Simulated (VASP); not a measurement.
# CdSe (F-43m) in VASP: elastic constants with PBEsol

Aim: the elastic constants of CdSe with PBEsol.

Everything below comes from runs of VASP 6.6.1. Logs are shortened: lines on timing, memory, paths and dates and some standing lists are left out, and cuts for length are marked.

## (1) The cell of the first run

The structure is cubic, space group F-43m (No. 216). The conventional cell has a = 6.083 Å, b = 6.083 Å, c = 6.083 Å, α = 90.00°, β = 90.00°, γ = 90.00°. Cd (site symmetry -43m) has 4 Se at 2.63 Å within 3.5 Å. Within 3.5 Å of Se (site symmetry -43m) lie 4 Cd at 2.63 Å.

## (2) Elastic constants, PBEsol

Input file INCAR:

```
SYSTEM = CdSe
ALGO     = Normal         ! electronic algorithm
EDIFF    = 1E-8           ! SCF threshold, eV
ENCUT    = 600            ! plane-wave cutoff, eV
GGA      = PS             ! functional
IBRION   = 6              ! ionic algorithm
ISIF     = 3              ! what is computed and relaxed
ISMEAR   = 0              ! smearing method
LASPH    = .TRUE.         ! aspherical terms in the spheres
LCHARG   = .TRUE.         ! write CHGCAR
LREAL    = .FALSE.        ! projectors in reciprocal space
LWAVE    = .FALSE.        ! write WAVECAR
NELM     = 100            ! most SCF steps
NFREE    = 2            
NSW      = 1              ! ionic steps
POTIM    = 0.015          ! step
PREC     = Accurate       ! precision mode
SIGMA    = 0.01           ! smearing width, eV
```

Input file KPOINTS:

```
k-points
0
G
  6 6 6
  0 0 0
```

Input file POSCAR:

```
CdSe
1.0
    3.0413144136      3.0413144136      0.0000000000
   -3.0413144136      3.0413144136      0.0000000000
    0.0000000000      3.0413144136      3.0413144136
Cd Se
1 1
Direct
    0.0000000000      0.0000000000      0.0000000000
    0.7500000000      0.2500000000      0.5000000000
```

Potentials or basis: VASP PAW PBE potentials, release 64 (Cd, Se).

Command:

```console
$ cat potpaw_PBE.64/Cd/POTCAR potpaw_PBE.64/Se/POTCAR > POTCAR
$ mpirun -np 1 vasp_std > vasp.out
```

OUTCAR:

```text
SYSTEM = CdSe
   EDIFF = 1E-8
   ENCUT = 600
   GGA = PS
   IBRION = 6
   ISIF = 3
   ISMEAR = 0
   LASPH = .TRUE.
   LREAL = .FALSE.
   NELM = 100
   NFREE = 2
   NSW = 1
   POTIM = 0.015
   PREC = Accurate

 ion  position               nearest neighbor table
   1  0.000  0.000  0.000-   2 2.63   2 2.63   2 2.63   2 2.63
   2  0.750  0.250  0.500-   1 2.63   1 2.63   1 2.63   1 2.63

  LATTYP: Found a face centered cubic cell.
 ALAT       =     6.0826288272

  Lattice vectors:

 A1 = (   0.0000000000,   3.0413144136,   3.0413144136)
 A2 = (   3.0413144136,   0.0000000000,   3.0413144136)
 A3 = (   3.0413144136,   3.0413144136,   0.0000000000)

Analysis of symmetry for initial positions (statically):
=====================================================================
 Subroutine PRICEL returns:
 Original cell was already a primitive cell.

 Routine SETGRP: Setting up the symmetry group for a
 face centered cubic supercell.

 Subroutine GETGRP returns: Found 24 space group operations
 (whereof 24 operations were pure point group operations)
 out of a pool of 48 trial point group operations.

The static configuration has the point symmetry T_d .

Analysis of symmetry for dynamics (positions and initial velocities):
=====================================================================
 Subroutine PRICEL returns:
 Original cell was already a primitive cell.

 Routine SETGRP: Setting up the symmetry group for a
 face centered cubic supercell.

 Subroutine GETGRP returns: Found 24 space group operations
 (whereof 24 operations were pure point group operations)
 out of a pool of 48 trial point group operations.

The dynamic configuration has the point symmetry T_d .

 Subroutine INISYM returns: Found 24 space group operations
 (whereof 24 operations are pure point group operations),
 and found     1 'primitive' translations

----------------------------------------------------------------------------------------

                                     Primitive cell

  volume of cell :      56.2618

  direct lattice vectors                    reciprocal lattice vectors
     3.041314414  3.041314414  0.000000000     0.164402601  0.164402601 -0.164402601
    -3.041314414  3.041314414  0.000000000    -0.164402601  0.164402601 -0.164402601
     0.000000000  3.041314414  3.041314414     0.000000000  0.000000000  0.328805202

  length of vectors
     4.301068091  4.301068091  4.301068091     0.284753658  0.284753658  0.328805202

  position of ions in fractional coordinates (direct lattice)
     0.000000000  0.000000000  0.000000000
     0.750000000  0.250000000  0.500000000

  ion indices of the primitive-cell ions
   primitive index   ion index
                 1           1
                 2           2

----------------------------------------------------------------------------------------

 KPOINTS: k-points

Automatic generation of k-mesh.
 Grid dimensions read from file:
 generate k-points for:    6    6    6

 Generating k-lattice:

  Cartesian coordinates                     Fractional coordinates (reciprocal lattice)
     0.027400433  0.027400433 -0.027400433     0.166666667  0.000000000  0.000000000
[... 103 lines left out ...]

  FORCE on cell =-STRESS in cart. coord.  units (eV):
  Direction    XX          YY          ZZ          XY          YZ          ZX
  --------------------------------------------------------------------------------------
  -------------------------------------------------------------------------------------
  Total        0.0992040      0.0992040      0.0992040      0.0000000     -0.0000000      0.0000000
  in kB        2.8250469      2.8250469      2.8250469      0.0000000     -0.0000000      0.0000000
  external PRESSURE =       2.8250469 kB  Pullay stress =       0.0000000 kB
[... 89 lines left out ...]
  FREE ENERGIE OF THE ION-ELECTRON SYSTEM (eV)
  ---------------------------------------------------
  free  energy   TOTEN  =        -6.1684218013 eV

  energy  without entropy=       -6.1684218013  energy(sigma->0) =       -6.16842180

[... ionic steps 4 to 14 ...]

--------------------------------------- Ionic step       15  -------------------------------------------

 number of electron      18.0000000 magnetization

------------------------ aborting loop because EDIFF is reached ----------------------------------------
[... 67 lines left out ...]
--------------------------------------- Ionic step       17  -------------------------------------------

 number of electron      17.9999999 magnetization

 Free energy of the ion-electron system (eV)
  ---------------------------------------------------
  ext. energy  EPLUGINS =         0.00000000
  ---------------------------------------------------
  free energy    TOTEN  =        -6.17194629 eV

  energy without entropy =       -6.17194629  energy(sigma->0) =       -6.17194629

 E-fermi :   0.9215     XC(G=0):  -9.0970

 val. band max:        0.8232735264   @ k =   0.0000   0.0000   0.0000
 cond. band min:       1.2955959835   @ k =   0.0000   0.0000   0.0000
 fundamental gap:      0.4723224571
 Fermi energy:         0.9214929473

 k-point     1 :       0.0000    0.0000    0.0000
  band No.  band energies     occupation
      1     -11.8079      2.00000
      2      -7.1115      2.00000
      3      -7.1025      2.00000
      4      -7.0937      2.00000
      5      -6.7218      2.00000
      6      -6.7217      2.00000
      7       0.8061      2.00000
      8       0.8151      2.00000
      9       0.8233      2.00000
     10       1.2956      0.00000
     11       6.6587      0.00000
     12       6.6664      0.00000
     13       6.6751      0.00000
[... 354 lines left out ...]
  band No.  band energies     occupation
      1     -11.4294      2.00000
      2      -6.9870      2.00000
      3      -6.9804      2.00000
      4      -6.7263      2.00000
      5      -6.7227      2.00000
      6      -6.5014      2.00000
      7      -3.1213      2.00000
      8      -0.9096      2.00000
      9       0.0306      2.00000
     10       4.1350      0.00000
     11       6.5733      0.00000
     12       7.5339      0.00000
     13       7.6616      0.00000

 [... further k-points ...]

------------------------ aborting loop because EDIFF is reached ----------------------------------------

  FORCE on cell =-STRESS in cart. coord.  units (eV):
  Direction    XX          YY          ZZ          XY          YZ          ZX
  --------------------------------------------------------------------------------------
  -------------------------------------------------------------------------------------
  Total        0.0994938      0.1013968      0.1013968      0.0000000     -0.0952865      0.0000000
  in kB        2.8333003      2.8874927      2.8874927      0.0000000     -2.7134872      0.0000000
  external PRESSURE =       2.8694286 kB  Pullay stress =       0.0000000 kB
[... 17 lines left out ...]
  FREE ENERGIE OF THE ION-ELECTRON SYSTEM (eV)
  ---------------------------------------------------
  free  energy   TOTEN  =        -6.1719462851 eV

  energy  without entropy=       -6.1719462851  energy(sigma->0) =       -6.17194629

 INTERNAL STRAIN TENSORS FROM STRAINED CELLS
 ============================================

 INTERNAL STRAIN TENSOR FOR ION    1 for displacements in x,y,z  (eV/Angst):
          X           Y           Z          XY          YZ          ZX
  --------------------------------------------------------------------------------
  x    -0.00000     0.00000    -0.00000     0.00000    -6.34293    -0.00000
  y    -0.00000    -0.00000    -0.00000    -0.00000     0.00000    -6.34284
  z     0.00000    -0.00000     0.00000    -6.34299     0.00000     0.00000

 INTERNAL STRAIN TENSORS FROM DISPLACED ATOMS
 ============================================

 INTERNAL STRAIN TENSOR FOR ION    1 for displacements in x,y,z  (eV/Angst):
          X           Y           Z          XY          YZ          ZX
  --------------------------------------------------------------------------------
  x    -0.00000     0.00000     0.00000     0.00000    -6.35037     0.00000
  y     0.00000    -0.00000     0.00000     0.00000     0.00000    -6.35037
  z     0.00000     0.00000    -0.00000    -6.35037     0.00000     0.00000

 INTERNAL STRAIN TENSOR FOR ION    2 for displacements in x,y,z  (eV/Angst):
          X           Y           Z          XY          YZ          ZX
  --------------------------------------------------------------------------------
  x     0.00000     0.00000     0.00000     0.00000     6.35011     0.00000
  y     0.00000     0.00000     0.00000     0.00000     0.00000     6.35011
  z     0.00000     0.00000     0.00000     6.35011     0.00000     0.00000

 Eigenvectors and eigenvalues of the dynamical matrix
 ----------------------------------------------------

   1 f  =    5.066508 THz    31.833811 2PiTHz  169.000530 cm-1    20.953386 meV
             X         Y         Z           dx          dy          dz
      0.000000  0.000000  0.000000     0.642360    0.000000   -0.000000
      1.520657  4.561972  1.520657    -0.766403   -0.000000   -0.000000
[... 21 lines left out ...]
   6 f/i=    0.000129 THz     0.000809 2PiTHz    0.004294 cm-1     0.000532 meV
             X         Y         Z           dx          dy          dz
      0.000000  0.000000  0.000000     0.176302    0.492231    0.560357
      1.520657  4.561972  1.520657     0.147768    0.412563    0.469663

--------------------------------------------------------------------------------------------------------

 ELASTIC MODULI CONTR FROM IONIC RELAXATION (kBar)
 Direction    XX          YY          ZZ          XY          YZ          ZX
 --------------------------------------------------------------------------------
 XX          -0.0000      0.0000      0.0000      0.0000     -0.0000      0.0000
 YY           0.0000     -0.0000      0.0000      0.0000      0.0000     -0.0000
 ZZ           0.0000      0.0000     -0.0000     -0.0000      0.0000      0.0000
 XY           0.0000      0.0000     -0.0000   -235.7313      0.0000     -0.0000
 YZ          -0.0000      0.0000      0.0000      0.0000   -235.7313      0.0000
 ZX           0.0000     -0.0000      0.0000     -0.0000      0.0000   -235.7313
 --------------------------------------------------------------------------------

 TOTAL ELASTIC MODULI (kBar)
 Direction    XX          YY          ZZ          XY          YZ          ZX
 --------------------------------------------------------------------------------
 XX         646.8093    473.6281    473.6281      0.0000     -0.0000      0.0000
 YY         473.6281    646.8093    473.6281     -0.0000     -0.0000     -0.0000
 ZZ         473.6281    473.6281    646.8093      0.0000      0.0000     -0.0000
 XY           0.0000     -0.0000      0.0000    223.2646      0.0000     -0.0000
 YZ          -0.0000     -0.0000      0.0000      0.0000    223.2646      0.0000
 ZX           0.0000     -0.0000     -0.0000     -0.0000      0.0000    223.2646
 --------------------------------------------------------------------------------
```

It took 4.3 min on 1 thread of Intel Xeon 6975P-C (Granite Rapids), shared host; peak memory 0.29 GiB.

Results:

| Quantity | Value |
| --- | --- |
| Elastic constants C11, C12, C44 | 65, 47, 22 GPa |
| Voigt bulk modulus | 53 GPa |
| Highest phonon frequency at Γ, LO-TO splitting left out | 169 cm⁻¹ |

Phonon frequencies in cm⁻¹ (negative: imaginary):
```tsv
q point	frequencies
(0.000, 0.000, 0.000)	0 0 0 169 169 169
```

Elastic tensor in Voigt notation (GPa, in the Cartesian axes of the cell as first typed):
```
65 47 47  0  0  0
47 65 47  0  0  0
47 47 65  0  0  0
 0  0  0 22  0  0
 0  0  0  0 22  0
 0  0  0  0  0 22
```

Clamped-ion elastic tensor (GPa):
```
65 47 47  0  0  0
47 65 47  0  0  0
47 47 65  0  0  0
 0  0  0 46  0  0
 0  0  0  0 46  0
 0  0  0  0  0 46
```

Caveat: the PAW data sets were made with another functional, which shifts forces and pressure a little.
